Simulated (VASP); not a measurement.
# H19C41 in VASP: single point with PBE

Aim: the single point of H19C41 with PBE.

Everything below comes from runs of VASP 6.6.1. Logs are shortened: lines on timing, memory, paths and dates and some standing lists are left out, and cuts for length are marked.

## (1) The cell of the first run

The cell holds a slab with vacuum, 60 atoms: a = 5.049 Å, b = 10.097 Å, c = 17.165 Å, α = 90.00°, β = 90.00°, γ = 90.00°.

## (2) Single point, PBE, collinear spin

INCAR reads:

```
SYSTEM = H19C41
PREC     = Accurate       ! precision mode
ENCUT    = 520            ! plane-wave cutoff, eV
EDIFF    = 1E-6           ! SCF threshold, eV
ISMEAR   = -1             ! smearing method
SIGMA    = 0.02           ! smearing width, eV
LREAL    = Auto         
LASPH    = .TRUE.         ! aspherical terms in the spheres
NELM     = 150            ! most SCF steps
ALGO     = Normal         ! electronic algorithm
ISIF     = 2              ! what is computed and relaxed
LWAVE    = .FALSE.        ! write WAVECAR
LCHARG   = .FALSE.        ! write CHGCAR
ISPIN    = 2              ! spin polarisation
MAGMOM   = 0 0 0 0 0 0 0 0 0 0 0 0 0 0 0 0 0 0 0 0 0 0 0 0 0 0 0 0 0 0 0 0 0 0 0 0 0 0 0 0 0 0 0 0 0 0 0 0 0 0 0 0 0 0 0 0 0 0 0 1 ! initial moments
LORBIT   = 11             ! projections on sites
GGA      = PE             ! functional
NBANDS   = 132            ! bands
```

KPOINTS reads:

```
Automatic mesh
0
G
  2 1 1
  0 0 0
```

POSCAR reads:

```
H19C41
1.0
    5.0487420000      0.0000000000      0.0000000000
    0.0000000000     10.0974850000      0.0000000000
    0.0000000000      0.0000000000     17.1647000000
H C
19 41
Direct
    0.4277868000      0.0000000000      0.0582591000
    0.0722132000      0.0000000000      0.0582591000
    0.9277868000      0.0000000000      0.0582591000
    0.5722132000      0.0000000000      0.0582591000
    0.4277868000      0.2500000000      0.0582591000
    0.0722132000      0.2500000000      0.0582591000
    0.9277868000      0.2500000000      0.0582591000
    0.5722132000      0.2500000000      0.0582591000
    0.4277868000      0.5000000000      0.0582591000
    0.0722132000      0.5000000000      0.0582591000
    0.9277868000      0.5000000000      0.0582591000
    0.5722132000      0.5000000000      0.0582591000
    0.4277868000      0.7500000000      0.0582591000
    0.0722132000      0.7500000000      0.0582591000
    0.9277868000      0.7500000000      0.0582591000
    0.5722132000      0.7500000000      0.0582591000
    0.0704622106      0.7265493821      0.4166237798
    0.4234347675      0.7212008792      0.4178156101
    0.2569370231      0.8668034736      0.3858371934
    0.2500000000      0.0000000000      0.0952362000
    0.7500000000      0.0000000000      0.0952362000
    0.2500000000      0.2500000000      0.0952362000
    0.7500000000      0.2500000000      0.0952362000
    0.2500000000      0.5000000000      0.0952362000
    0.7500000000      0.5000000000      0.0952362000
    0.2500000000      0.7500000000      0.0952362000
    0.7500000000      0.7500000000      0.0952362000
    0.2500000000      0.1250000000      0.1472324000
    0.7500000000      0.1250000000      0.1472324000
    0.2500000000      0.3750000000      0.1472324000
    0.7500000000      0.3750000000      0.1472324000
    0.2500000000      0.6250000000      0.1472324000
    0.7500000000      0.6250000000      0.1472324000
    0.2500000000      0.8750000000      0.1472324000
    0.7500000000      0.8750000000      0.1472324000
    0.0000263288      0.1249477594      0.1939860082
    0.4999776907      0.1249531281      0.1939824681
    0.0000236410      0.3747436343      0.2045537998
    0.4999661774      0.3747493808      0.2045583912
    0.0036492095      0.6262505335      0.1949142015
    0.4963585448      0.6262412426      0.1949199818
    0.0000344724      0.8747978808      0.2047784620
    0.4999437210      0.8747884576      0.2047792626
    0.0000143641      0.0083838411      0.2539120329
    0.4999915579      0.0083931080      0.2539021807
   -0.0000191898      0.2416453535      0.2538559412
    0.5000203591      0.2416450490      0.2538513211
    0.0042727864      0.5065187500      0.2539634868
    0.4956927356      0.5065363749      0.2539662934
    0.0016034274      0.7414475731      0.2533966265
    0.4983852699      0.7414287398      0.2533978224
    0.2500048016      0.0565967666      0.2936216497
    0.7500012637      0.0564538479      0.2936392200
    0.2500040087      0.1939293356      0.2934845954
    0.7499990209      0.1935637136      0.2935993869
    0.2499938102      0.5473941072      0.2943091270
    0.7499594734      0.5567039153      0.2922319635
    0.2500213766      0.7039696039      0.3028454964
    0.7499699680      0.6945305983      0.2927086811
    0.2502333375      0.7577667135      0.3857466531
```

Potentials or basis: VASP PAW PBE potentials, release 64 (H, C).

Started as:

```sh
$ cat potpaw_PBE.64/H/POTCAR potpaw_PBE.64/C/POTCAR > POTCAR
$ mpirun -np 1 vasp_std > vasp.out
```

OUTCAR:

```text
SYSTEM = H19C41
   PREC = Accurate
   ENCUT = 520
   EDIFF = 1E-6
   ISMEAR = -1
   LREAL = Auto
   LASPH = .TRUE.
   NELM = 150
   ISIF = 2
   ISPIN = 2
   LORBIT = 11
   GGA = PE

 ion  position               nearest neighbor table
   1  0.428  0.000  0.058-   4 0.73  20 1.10
   2  0.072  0.000  0.058-   3 0.73  20 1.10
   3  0.928  0.000  0.058-   2 0.73  21 1.10
   4  0.572  0.000  0.058-   1 0.73  21 1.10
   5  0.428  0.250  0.058-   8 0.73  22 1.10
   6  0.072  0.250  0.058-   7 0.73  22 1.10
[... 8 lines left out ...]
  15  0.928  0.750  0.058-  14 0.73  27 1.10
  16  0.572  0.750  0.058-  13 0.73  27 1.10
  17  0.070  0.727  0.417-  60 1.10
[... 32 lines left out ...]
  50  0.002  0.741  0.253-  59 1.51  40 1.54  58 1.56  42 1.58
  51  0.498  0.741  0.253-  59 1.51  41 1.54  58 1.56  43 1.58
  52  0.250  0.057  0.294-  54 1.39  44 1.51  45 1.51
  53  0.750  0.056  0.294-  55 1.38  44 1.51  45 1.51
  54  0.250  0.194  0.293-  52 1.39  46 1.51  47 1.51
  55  0.750  0.194  0.294-  53 1.38  46 1.51  47 1.51
  56  0.250  0.547  0.294-  49 1.48  48 1.48  58 1.59
  57  0.750  0.557  0.292-  59 1.39  49 1.53  48 1.53
  58  0.250  0.704  0.303-  60 1.52  51 1.56  50 1.56  56 1.59
  59  0.750  0.695  0.293-  57 1.39  51 1.51  50 1.51
  60  0.250  0.758  0.386-  18 1.10  17 1.10  19 1.10  58 1.52

  LATTYP: Found a simple orthorhombic cell.
 ALAT       =     5.0487420000
 B/A-ratio  =     2.0000001981
 C/A-ratio  =     3.3997974149

  Lattice vectors:

 A1 = (   5.0487420000,   0.0000000000,   0.0000000000)
 A2 = (   0.0000000000,  10.0974850000,   0.0000000000)
 A3 = (   0.0000000000,   0.0000000000,  17.1647000000)

Analysis of symmetry for initial positions (statically):
=====================================================================
 Subroutine PRICEL returns:
 Original cell was already a primitive cell.

 Routine SETGRP: Setting up the symmetry group for a
 simple orthorhombic supercell.

 Subroutine GETGRP returns: Found  1 space group operations
 (whereof  1 operations were pure point group operations)
 out of a pool of  8 trial point group operations.

The static configuration has the point symmetry C_1 .

Analysis of symmetry for dynamics (positions and initial velocities):
=====================================================================
 Subroutine PRICEL returns:
 Original cell was already a primitive cell.

 Routine SETGRP: Setting up the symmetry group for a
 simple orthorhombic supercell.

 Subroutine GETGRP returns: Found  1 space group operations
 (whereof  1 operations were pure point group operations)
 out of a pool of  8 trial point group operations.

The dynamic configuration has the point symmetry C_1 .

Analysis of structural, dynamic, and magnetic symmetry:
=====================================================================
 Subroutine PRICEL returns:
 Original cell was already a primitive cell.

 Routine SETGRP: Setting up the symmetry group for a
 simple orthorhombic supercell.

 Subroutine GETGRP returns: Found  1 space group operations
 (whereof  1 operations were pure point group operations)
 out of a pool of  8 trial point group operations.

The overall configuration has the point symmetry C_1 .

 Subroutine INISYM returns: Found  1 space group operations
 (whereof  1 operations are pure point group operations),
 and found     1 'primitive' translations

----------------------------------------------------------------------------------------

                                     Primitive cell

  volume of cell :     875.0495

  direct lattice vectors                    reciprocal lattice vectors
[... 177 lines left out ...]
   LASPH  =      T    aspherical Exc in radial PAW
   ENCUT  =  520.0 eV  38.22 Ry    6.18 a.u.   9.39 18.77 31.91*2*pi/ulx,y,z
   NELM   =    150;   NELMIN=  2; NELMDL= -5     # of ELM steps
   EDIFF  = 0.1E-05   stopping-criterion for ELM
   LREAL  =      T    real-space projection
   EDIFFG = 0.1E-04   stopping-criterion for IOM
   NSW    =      0    number of steps for IOM
   IBRION =     -1    ionic relax: 0-MD 1-quasi-New 2-CG
   NFREE  =      0    steps in history (QN), initial steepest desc. (CG)
   ISIF   =      2    stress and relaxation
   ISYM   =      2    0-nonsym 1-usesym 2-fastsym
   POTIM  = 0.5000    time-step for ionic-motion
   TEBEG  =    0.0;   TEEND  =   0.0 temperature during run
   PSTRESS=    0.0 pullay stress
   NELECT =     183.0000    total number of electrons
   NUPDOWN=      -1.0000    fix difference up-down
   EMIN   =  10.00;   EMAX   =-10.00  energy-range for DOS
   EFERMI =   0.00;   METHOD = LEGACY
   ISMEAR =    -1;   SIGMA  =   0.02  broadening in eV -4-tet -1-fermi 0-gaus
   EFERMI_NEDOS =   21; number of points for ismear=-14 and -15
   IALGO  =     38    algorithm
   IMIX   =      4    mixing-type and parameters
     AMIX     =   0.40;   BMIX     =  1.00
     AMIX_MAG =   1.60;   BMIX_MAG =  1.00
  volume/ion in A,a.u.               =      14.58        98.42
  Fermi-wavevector in a.u.,A,eV,Ry     =   0.971735  1.836312 12.847547  0.944268
  Thomas-Fermi vector in A             =   2.101976
   LORBIT       =     11    0 simple, 1 ext, 2 COOP (PROOUT), +10 PAW based schemes
   GGA     = PE    functional components
   LHFCALC =     F    Hartree Fock is set to
   AEXX    =    0.0000 exact exchange contribution
   IVDW    =     0    specifies the selected vdW correction
   LEPSILON=     F    determine dielectric tensor
   LRPA    =     F    only Hartree local field effects (RPA)
 spin polarized calculation
  energy-cutoff  :      520.00
  volume of cell :      875.05
 maximum number of plane-waves:     23593
 NGX is ok and might be reduce to    40
   NGX = 19   NGY = 37   NGZ = 63

 number of electron     183.0000010 magnetization       0.0000245

 number of electron     183.0000010 magnetization      -0.0000191

 Free energy of the ion-electron system (eV)
  ---------------------------------------------------
  ext. energy  EPLUGINS =         0.00000000
  ---------------------------------------------------
  free energy    TOTEN  =      -399.52295183 eV

  energy without entropy =     -399.52275035  energy(sigma->0) =     -399.52285109

 E-fermi :   0.6746     XC(G=0):  -5.0948

 val. band max:        0.5261692716   @ k =   0.0000   0.0000   0.0000
 cond. band min:       0.8230320785   @ k =   0.5000   0.0000   0.0000
 fundamental gap:      0.2968628069
 Fermi energy:         0.6746049893

 spin component 1

 k-point     1 :       0.0000    0.0000    0.0000
  band No.  band energies     occupation
      1     -20.9997      1.00000
      2     -20.4820      1.00000
      3     -18.9488      1.00000
      4     -18.7627      1.00000
      5     -18.0242      1.00000
      6     -16.7406      1.00000
[... 201 lines left out ...]
    102       5.0196      0.00000
    103       5.0377      0.00000
 Fermi energy:         0.6746049893

 spin component 2

 k-point     1 :       0.0000    0.0000    0.0000
  band No.  band energies     occupation
      1     -20.9997      1.00000
      2     -20.4820      1.00000
      3     -18.9488      1.00000
      4     -18.7627      1.00000
      5     -18.0242      1.00000
      6     -16.7406      1.00000
[... 201 lines left out ...]
    102       5.0198      0.00000
    103       5.0379      0.00000
 [bands above 103 left out]

------------------------ aborting loop because EDIFF is reached ----------------------------------------

  FORCE on cell =-STRESS in cart. coord.  units (eV):
  Direction    XX          YY          ZZ          XY          YZ          ZX
  --------------------------------------------------------------------------------------
  -------------------------------------------------------------------------------------
  Total      159.8850193    -11.2087646     -8.7337076     -0.0007916     -0.0325392     -0.0015001
  in kB      292.7424775    -20.5227578    -15.9910366     -0.0014493     -0.0595779     -0.0027467
  external PRESSURE =      85.4095610 kB  Pullay stress =       0.0000000 kB

 VOLUME and BASIS-vectors are now :
 -----------------------------------------------------------------------------
  energy-cutoff  :      520.00
  volume of cell :      875.05
      direct lattice vectors                 reciprocal lattice vectors
     5.048742000  0.000000000  0.000000000     0.198069143  0.000000000  0.000000000
     0.000000000 10.097485000  0.000000000     0.000000000  0.099034562  0.000000000
     0.000000000  0.000000000 17.164700000     0.000000000  0.000000000  0.058259102

 POSITION                                       TOTAL-FORCE (eV/Angst)
 -----------------------------------------------------------------------------------
      2.15979      0.00000      1.00000        -8.933747     -0.051007      0.061652
      0.36459      0.00000      1.00000         8.933850     -0.050962      0.061763
      4.68416      0.00000      1.00000        -8.938114     -0.049528      0.060692
      2.88896      0.00000      1.00000         8.938372     -0.049441      0.060483
      2.15979      2.52437      1.00000        -8.941911      0.052946      0.062826
      0.36459      2.52437      1.00000         8.941978      0.053019      0.062804
[... 52 lines left out ...]
      3.78640      7.01301      5.02426         0.005720      0.054113      0.028814
      1.26336      7.65154      6.62123         0.003024      0.008036      0.014222
 -----------------------------------------------------------------------------------
    total drift:                               -0.002421     -0.011085     -0.089979

  FREE ENERGIE OF THE ION-ELECTRON SYSTEM (eV)
  ---------------------------------------------------
  free  energy   TOTEN  =      -399.5229518344 eV

  energy  without entropy=     -399.5227503544  energy(sigma->0) =     -399.52285109

 total charge

# of ion       s       p       d       tot
------------------------------------------
    1        0.743   0.102   0.000   0.845
    2        0.743   0.102   0.000   0.845
    3        0.743   0.102   0.000   0.845
    4        0.743   0.102   0.000   0.845
    5        0.743   0.102   0.000   0.845
    6        0.743   0.102   0.000   0.845
[... 52 lines left out ...]
   59        0.846   1.743   0.000   2.589
   60        0.843   1.792   0.000   2.635
--------------------------------------------------
tot         48.267  73.071   0.000 121.338

 magnetization (x)

# of ion       s       p       d       tot
------------------------------------------
    1        0.000   0.000   0.000   0.000
    2        0.000   0.000   0.000   0.000
    3        0.000   0.000   0.000   0.000
    4        0.000   0.000   0.000   0.000
    5        0.000   0.000   0.000   0.000
    6        0.000   0.000   0.000   0.000
[... 52 lines left out ...]
   59        0.000  -0.000   0.000  -0.000
   60       -0.000   0.000   0.000  -0.000
--------------------------------------------------
tot          0.000   0.000   0.000   0.000
```

Wall time 41 min (1 thread of Oxide Virtual Turin-like, shared host); peak memory 1.2 GiB.

Results:

```yaml
Free_energy: -399.5230 eV
Largest_force: 8.958 eV/Å
Net_moment: 0.00 μB per cell
Valence_electrons_inside_the_program's_atomic_spheres: H 0.84, 0.69, 0.68 (each value once); C 2.68, 2.62, 2.50, 2.63, 2.59, 2.61, 2.47, 2.60, 2.46, 2.55, 2.56, 2.58, 2.51, 2.52 (each value once)
```

Forces in eV/Å, atoms in the order of the input:
```
H   -8.934 -0.051  0.062
H    8.934 -0.051  0.062
H   -8.938 -0.050  0.061
H    8.938 -0.049  0.060
H   -8.942  0.053  0.063
H    8.942  0.053  0.063
H   -8.942  0.052  0.063
H    8.942  0.052  0.063
H   -8.958 -0.064  0.065
H    8.958 -0.064  0.064
H   -8.942 -0.046  0.075
H    8.942 -0.046  0.075
H   -8.913  0.051  0.066
H    8.913  0.050  0.067
H   -8.927  0.053  0.033
H    8.927  0.053  0.033
H   -0.008 -0.010  0.006
H    0.009 -0.003  0.000
H   -0.007  0.012  0.005
C    0.000 -0.206  0.949
C   -0.001 -0.204  0.964
C    0.000  0.189  0.938
C    0.000  0.183  0.944
C    0.000 -0.172  0.983
C    0.000 -0.114  1.098
C    0.001  0.249  0.986
C    0.000  0.150  1.003
C    0.000 -0.003 -3.603
C    0.001  0.001 -3.594
C    0.000 -0.119  1.025
C   -0.001 -0.046  1.064
C    0.001 -0.084 -3.484
C    0.000  0.054 -2.754
C    0.000  0.076  1.115
C   -0.001  0.053  1.086
C    0.000 -0.002  0.006
C    0.000 -0.002  0.006
C   -0.001 -0.001 -0.001
C    0.001 -0.002 -0.003
C   -0.014 -0.008  0.009
C    0.013 -0.007  0.002
C    0.000  0.001 -0.003
C    0.000  0.003 -0.004
C    0.001 -0.041 -0.002
C   -0.002 -0.042  0.000
C    0.001  0.041 -0.003
C    0.000  0.041 -0.002
C   -0.007 -0.032 -0.006
C    0.008 -0.040 -0.008
C    0.012  0.041  0.011
C   -0.010  0.039  0.008
C    0.000 -0.056  0.045
C    0.000 -0.052  0.046
C    0.000  0.056  0.045
C    0.000  0.054  0.043
C   -0.010  0.005  0.040
C    0.007 -0.054  0.023
C   -0.002 -0.007  0.001
C    0.006  0.054  0.029
C    0.003  0.008  0.014
```

Levels at points of the mesh, in eV from the Fermi level:
Spin up:
```csv
k point,band 89,band 90,band 91,band 92,band 93,band 94
"(0.00, 0.00, 0.00)",-0.67,-0.43,-0.30,-0.15,0.52,1.09
"(0.50, 0.00, 0.00)",-1.35,-1.28,-1.06,0.15,1.21,1.22
```
Spin down:
| k point | band 89 | band 90 | band 91 | band 92 | band 93 | band 94 |
| --- | --- | --- | --- | --- | --- | --- |
| (0.00, 0.00, 0.00) | -0.67 | -0.43 | -0.30 | -0.15 | 0.52 | 1.09 |
| (0.50, 0.00, 0.00) | -1.35 | -1.28 | -1.06 | 0.15 | 1.21 | 1.22 |

Caveat: the k points lie up to 0.62 Å⁻¹ apart.
